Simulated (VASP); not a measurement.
Crystal: BP.

```
B P
1.0
     0.00000    2.27000    2.27000
     2.27000    0.00000    2.27000
     2.27000    2.27000    0.00000
B P
1 1
Direct
  0.00000 0.00000 0.00000
  0.25000 0.25000 0.25000
```

| Quantity | Value |
| --- | --- |
| Program | VASP 6.6.1 |
| Task | relaxation of cell and atoms |
| Functional | LDA |
| Potentials or basis | VASP PAW LDA potentials, release 64 (B, P) |
| Cutoff | 500 eV |
| k mesh | 6 × 6 × 6 |
| Occupations | gaussian, width 0.01 eV |
| Spin | no spin polarisation |

At the start: pressure -5.4 GPa; volume 11.70 Å³/atom.

How do energy, volume and symmetry change on relaxing?

Over 3 steps the energy falls by 6.5 meV/atom and the volume is 11.32 Å³/atom (-3.2 %); space group F-43m (No. 216, to 0.05 Å).

Step by step:
```tsv
step	energy change (eV)	largest force (eV/Å)	pressure (GPa)	volume (Å³)
1	0.0000	0.0000	-5.40	23.39
2	-0.0053	0.0000	4.56	22.09
3	-0.0130	0.0000	-0.02	22.64
```

Final structure:
```
B P
1.0
     0.00000    2.24543    2.24543
     2.24543    0.00000    2.24543
     2.24543    2.24543    0.00000
B P
1 1
Direct
  0.00000 0.00000 0.00000
  0.25000 0.25000 0.25000
```
